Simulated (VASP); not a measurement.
# KF (Fm-3m) in VASP: notebook

KF is run at these levels: PBEsol; tasks: electric field gradients.

Program: VASP 6.6.1. These are calculated values, not measurements. Logs are shortened: lines on timing, memory, paths and dates and some standing lists are left out, and cuts for length are marked.

## Step 1: The cell of the first run

The structure is cubic, space group Fm-3m (No. 225). The conventional cell has a = 4.214 Å, b = 4.214 Å, c = 4.214 Å, α = 90.00°, β = 90.00°, γ = 90.00°. Within 2.8 Å of K (site symmetry m-3m) lie 6 F at 2.11 Å. F (site symmetry m-3m) has 6 K at 2.11 Å within 2.8 Å.

## Step 2: Electric field gradients, PBEsol (9.35 Å³/atom)

INCAR reads:

```
  PREC = Accurate
  ENCUT = 520
  EDIFF = 1E-8
  ISMEAR = -1
  SIGMA = 0.03
  LREAL = F
  LASPH = T
  NELM = 60
  ALGO = Normal
  ISIF = 2
  LWAVE = F
  LCHARG = F
  GGA = PS
  LEFG = T
  NBANDS = 15
```

KPOINTS reads:

```
regular mesh
0
Gamma
  9 9 9
```

POSCAR reads:

```
KF
1.0
    0.0000000000      2.1068093157      2.1068093157
    2.1068093157      0.0000000000      2.1068093157
    2.1068093157      2.1068093157      0.0000000000
K F
1 1
Direct
    0.0000000000      0.0000000000      0.0000000000
    0.5000000000      0.5000000000      0.5000000000
```

Potentials or basis: VASP PAW PBE potentials, release 64 (K_sv, F).

Command:

```sh
$ cat potpaw_PBE.64/K_sv/POTCAR potpaw_PBE.64/F/POTCAR > POTCAR
$ mpirun -np 1 vasp_std > vasp.out
```

OUTCAR:

```text
PREC = Accurate
   ENCUT = 520
   EDIFF = 1E-8
   ISMEAR = -1
   LREAL = F
   LASPH = T
   NELM = 60
   ISIF = 2
   GGA = PS

 ion  position               nearest neighbor table
   1  0.000  0.000  0.000-   2 2.11   2 2.11   2 2.11   2 2.11   2 2.11   2 2.11
   2  0.500  0.500  0.500-   1 2.11   1 2.11   1 2.11   1 2.11   1 2.11   1 2.11

  LATTYP: Found a face centered cubic cell.
 ALAT       =     4.2136186314

  Lattice vectors:

 A1 = (   0.0000000000,   2.1068093157,   2.1068093157)
 A2 = (   2.1068093157,   0.0000000000,   2.1068093157)
 A3 = (   2.1068093157,   2.1068093157,   0.0000000000)

Analysis of symmetry for initial positions (statically):
=====================================================================
 Subroutine PRICEL returns:
 Original cell was already a primitive cell.

 Routine SETGRP: Setting up the symmetry group for a
 face centered cubic supercell.

 Subroutine GETGRP returns: Found 48 space group operations
 (whereof 48 operations were pure point group operations)
 out of a pool of 48 trial point group operations.

The static configuration has the point symmetry O_h .

Analysis of symmetry for dynamics (positions and initial velocities):
=====================================================================
 Subroutine PRICEL returns:
 Original cell was already a primitive cell.

 Routine SETGRP: Setting up the symmetry group for a
 face centered cubic supercell.

 Subroutine GETGRP returns: Found 48 space group operations
 (whereof 48 operations were pure point group operations)
 out of a pool of 48 trial point group operations.

The dynamic configuration has the point symmetry O_h .

 Subroutine INISYM returns: Found 48 space group operations
 (whereof 48 operations are pure point group operations),
 and found     1 'primitive' translations

----------------------------------------------------------------------------------------

                                     Primitive cell

  volume of cell :      18.7028

  direct lattice vectors                    reciprocal lattice vectors
     0.000000000  2.106809316  2.106809316    -0.237325702  0.237325702  0.237325702
     2.106809316  0.000000000  2.106809316     0.237325702 -0.237325702  0.237325702
     2.106809316  2.106809316  0.000000000     0.237325702  0.237325702 -0.237325702

  length of vectors
     2.979478308  2.979478308  2.979478308     0.411060174  0.411060174  0.411060174

  position of ions in fractional coordinates (direct lattice)
     0.000000000  0.000000000  0.000000000
     0.500000000  0.500000000  0.500000000

  ion indices of the primitive-cell ions
   primitive index   ion index
                 1           1
                 2           2

----------------------------------------------------------------------------------------

 KPOINTS: regular mesh

Automatic generation of k-mesh.
 Grid dimensions read from file:
 generate k-points for:    9    9    9

 Generating k-lattice:

  Cartesian coordinates                     Fractional coordinates (reciprocal lattice)
    -0.026369522  0.026369522  0.026369522     0.111111111  0.000000000  0.000000000
     0.026369522 -0.026369522  0.026369522     0.000000000  0.111111111  0.000000000
     0.026369522  0.026369522 -0.026369522     0.000000000  0.000000000  0.111111111

  Length of vectors
     0.045673353  0.045673353  0.045673353

  Shift w.r.t. Gamma in fractional coordinates (k-lattice)
     0.000000000  0.000000000  0.000000000

 Subroutine IBZKPT returns following result:
 ===========================================

 Found     35 irreducible k-points:

 Following reciprocal coordinates:
            Coordinates               Weight
  0.000000  0.000000  0.000000      1.000000
  0.111111  0.000000  0.000000      8.000000
  0.222222  0.000000  0.000000      8.000000
  0.333333  0.000000  0.000000      8.000000
  0.444444  0.000000  0.000000      8.000000
  0.111111  0.111111  0.000000      6.000000
[... 16 lines left out ...]
 -0.333333  0.333333  0.000000     12.000000
  0.444444  0.444444  0.000000      6.000000
 [... further k-points ...]
   k-points           NKPTS =     35   k-points in BZ     NKDIM =     35   number of bands    NBANDS=     15
   number of dos      NEDOS =    301   number of ions     NIONS =      2
   total plane-waves  NPLWV =  13824
   dimension x,y,z NGX =    24 NGY =   24 NGZ =   24
   dimension x,y,z NGXF=    48 NGYF=   48 NGZF=   48
   ions per type =               1   1
   NGX,Y,Z   is equivalent  to a cutoff of  13.39, 13.39, 13.39 a.u.
   NGXF,Y,Z  is equivalent  to a cutoff of  26.78, 26.78, 26.78 a.u.
 SYSTEM =  unknown system
   PREC   = accura    normal or accurate (medium, high low for compatibility)
   ISTART =      0    job   : 0-new  1-cont  2-samecut
   ICHARG =      2    charge: 1-file 2-atom 10-const
   ISPIN  =      1    spin polarized calculation?
   LNONCOLLINEAR =      F non collinear calculations
   LSORBIT =      F    spin-orbit coupling
   LASPH  =      T    aspherical Exc in radial PAW
   ENCUT  =  520.0 eV  38.22 Ry    6.18 a.u.   5.54  5.54  5.54*2*pi/ulx,y,z
   NELM   =     60;   NELMIN=  2; NELMDL= -5     # of ELM steps
   EDIFF  = 0.1E-07   stopping-criterion for ELM
   LREAL  =      F    real-space projection
   EDIFFG = 0.1E-06   stopping-criterion for IOM
   NSW    =      0    number of steps for IOM
   IBRION =     -1    ionic relax: 0-MD 1-quasi-New 2-CG
   NFREE  =      0    steps in history (QN), initial steepest desc. (CG)
   ISIF   =      2    stress and relaxation
   ISYM   =      2    0-nonsym 1-usesym 2-fastsym
   POTIM  = 0.5000    time-step for ionic-motion
   TEBEG  =    0.0;   TEEND  =   0.0 temperature during run
   PSTRESS=    0.0 pullay stress
   NELECT =      16.0000    total number of electrons
   NUPDOWN=      -1.0000    fix difference up-down
   EMIN   =  10.00;   EMAX   =-10.00  energy-range for DOS
   EFERMI =   0.00;   METHOD = LEGACY
   ISMEAR =    -1;   SIGMA  =   0.03  broadening in eV -4-tet -1-fermi 0-gaus
   EFERMI_NEDOS =   21; number of points for ismear=-14 and -15
   IALGO  =     38    algorithm
   IMIX   =      4    mixing-type and parameters
     AMIX     =   0.40;   BMIX     =  1.00
     AMIX_MAG =   1.60;   BMIX_MAG =  1.00
  volume/ion in A,a.u.               =       9.35        63.11
  Fermi-wavevector in a.u.,A,eV,Ry     =   1.554102  2.936827 32.861252  2.415234
  Thomas-Fermi vector in A             =   2.658237
   LORBIT       =      0    0 simple, 1 ext, 2 COOP (PROOUT), +10 PAW based schemes
   GGA     = PS    functional components
   LHFCALC =     F    Hartree Fock is set to
   AEXX    =    0.0000 exact exchange contribution
   IVDW    =     0    specifies the selected vdW correction
   LEPSILON=     F    determine dielectric tensor
   LRPA    =     F    only Hartree local field effects (RPA)
 non-spin polarized calculation
  energy-cutoff  :      520.00
  volume of cell :       18.70
 maximum number of plane-waves:       531
 NGX is ok and might be reduce to    24
   NGX = 11   NGY = 11   NGZ = 11

 number of electron      16.0000009 magnetization

 Free energy of the ion-electron system (eV)
  ---------------------------------------------------
  ext. energy  EPLUGINS =         0.00000000
  ---------------------------------------------------
  free energy    TOTEN  =        -4.54997432 eV

  energy without entropy =       -4.54997432  energy(sigma->0) =       -4.54997432

 E-fermi :   2.8655     XC(G=0): -12.5118

 val. band max:        2.2233447661   @ k =  -0.4444   0.4444   0.0000
 cond. band min:       7.9703209946   @ k =   0.4444   0.4444   0.0000
 fundamental gap:      5.7469762285
 Fermi energy:         2.8654881458

 k-point     1 :       0.0000    0.0000    0.0000
  band No.  band energies     occupation
      1     -25.7374      2.00000
      2     -17.3456      2.00000
      3      -6.6931      2.00000
      4      -6.6931      2.00000
      5      -6.6931      2.00000
      6       0.8258      2.00000
      7       0.8258      2.00000
      8       0.8258      2.00000
      9      12.3594      0.00000
     10      12.3594      0.00000
     11      12.3594      0.00000
     12      12.4304      0.00000
     13      15.4380      0.00000
     14      15.4380      0.00000
     15      21.5782      0.00000

 k-point     2 :       0.1111    0.0000    0.0000
  band No.  band energies     occupation
      1     -25.5736      2.00000
      2     -17.5931      2.00000
      3      -6.7390      2.00000
      4      -6.6852      2.00000
      5      -6.6852      2.00000
      6       0.5311      2.00000
      7       0.5717      2.00000
      8       0.5717      2.00000
      9      12.1038      0.00000
     10      12.7204      0.00000
     11      12.7204      0.00000
     12      13.0638      0.00000
     13      15.8996      0.00000
     14      15.8996      0.00000
     15      22.8104      0.00000

 k-point     3 :       0.2222    0.0000    0.0000
  band No.  band energies     occupation
      1     -25.1089      2.00000
      2     -18.2704      2.00000
      3      -6.8552      2.00000
      4      -6.6577      2.00000
      5      -6.6577      2.00000
      6      -0.1369      2.00000
      7      -0.0352      2.00000
      8      -0.0352      2.00000
      9      11.8326      0.00000
     10      13.7137      0.00000
     11      13.7137      0.00000
     12      14.6402      0.00000
     13      17.1093      0.00000
     14      17.1093      0.00000
     15      25.6021      0.00000
[... 343 lines left out ...]
 k-point    23 :      -0.3333    0.3333    0.0000
  band No.  band energies     occupation
      1     -23.4814      2.00000
      2     -19.6568      2.00000
      3      -9.6284      2.00000
      4      -7.6500      2.00000
      5      -7.3776      2.00000
      6      -0.0911      2.00000
      7      -0.0755      2.00000
      8       1.8341      2.00000
      9      11.5326      0.00000
     10      13.9516      0.00000
     11      17.0248      0.00000
     12      17.4197      0.00000
     13      19.5220      0.00000
     14      24.4697      0.00000
     15      26.2298      0.00000

 k-point    24 :       0.4444    0.4444    0.0000
  band No.  band energies     occupation
      1     -23.6606      2.00000
      2     -18.9431      2.00000
      3     -10.3476      2.00000
      4      -8.2467      2.00000
      5      -8.2467      2.00000
      6       1.5359      2.00000
      7       1.5359      2.00000
      8       2.0480      2.00000
      9       7.9703      0.00000
     10      15.7197      0.00000
     11      17.9729      0.00000
     12      19.4297      0.00000
     13      19.5174      0.00000
     14      19.5174      0.00000
     15      27.5550      0.00000

 [... further k-points ...]
[... 5 lines left out ...]
  --------------------------------------------------------------------------------------
  -------------------------------------------------------------------------------------
  Total       15.5813687     15.5813687     15.5813687      0.0000000      0.0000000     -0.0000000
  in kB     1334.7824941   1334.7824941   1334.7824941      0.0000000      0.0000000     -0.0000000
  external PRESSURE =    1334.7824941 kB  Pullay stress =       0.0000000 kB

 VOLUME and BASIS-vectors are now :
 -----------------------------------------------------------------------------
  energy-cutoff  :      520.00
  volume of cell :       18.70
      direct lattice vectors                 reciprocal lattice vectors
     0.000000000  2.106809316  2.106809316    -0.237325702  0.237325702  0.237325702
     2.106809316  0.000000000  2.106809316     0.237325702 -0.237325702  0.237325702
     2.106809316  2.106809316  0.000000000     0.237325702  0.237325702 -0.237325702

 POSITION                                       TOTAL-FORCE (eV/Angst)
 -----------------------------------------------------------------------------------
      0.00000      0.00000      0.00000        -0.000000      0.000000      0.000000
      2.10681      2.10681      2.10681         0.000000     -0.000000      0.000000
 -----------------------------------------------------------------------------------
    total drift:                                0.000000     -0.000000      0.000000

  FREE ENERGIE OF THE ION-ELECTRON SYSTEM (eV)
  ---------------------------------------------------
  free  energy   TOTEN  =        -4.5499743222 eV

  energy  without entropy=       -4.5499743222  energy(sigma->0) =       -4.54997432

 Electric field gradients (V/A^2)
---------------------------------------------------------------------
 ion       V_xx      V_yy      V_zz      V_xy      V_xz      V_yz
---------------------------------------------------------------------
   1       0.000     0.000    -0.000    -0.000    -0.000    -0.000
   2      -0.000    -0.000    -0.000    -0.005    -0.005    -0.005
---------------------------------------------------------------------

 Electric field gradients after diagonalization (V/A^2)
 (convention: |V_zz| > |V_xx| > |V_yy|)
----------------------------------------------------------------------
 ion       V_xx      V_yy      V_zz     asymmetry (V_yy - V_xx)/ V_zz
----------------------------------------------------------------------
   1       0.000     0.000    -0.000       0.000
   2       0.005     0.005    -0.009       0.000
----------------------------------------------------------------------

           NMR quadrupolar parameters

 Cq : quadrupolar parameter    Cq=e*Q*V_zz/h
 eta: asymmetry parameters     (V_yy - V_xx)/ V_zz
 Q  : nuclear electric quadrupole moment in mb (millibarn)
----------------------------------------------------------------------
 ion       Cq(MHz)       eta       Q (mb)
----------------------------------------------------------------------
   1      -0.000       0.000       1.000
   2      -0.000       0.000       1.000
----------------------------------------------------------------------
```

Run time: 14 s. Hardware: 1 thread of Intel Xeon 8259CL, shared host; peak memory 0.14 GiB.

Results:

```yaml
Free_energy: -4.5500 eV
Pressure: 133.5 GPa
Band_gap_on_the_k_mesh: 5.75 eV (least direct gap 5.92 eV)
Largest_electric_field_gradient_by_atom: zero within the noise of the run
```

Caveat: the cell stands under pressure; the PAW data sets were made with another functional, which shifts forces and pressure a little; an odd mesh through Γ misses points on the zone boundary, where band edges can lie.

(Part 1 of 2 ends here.)
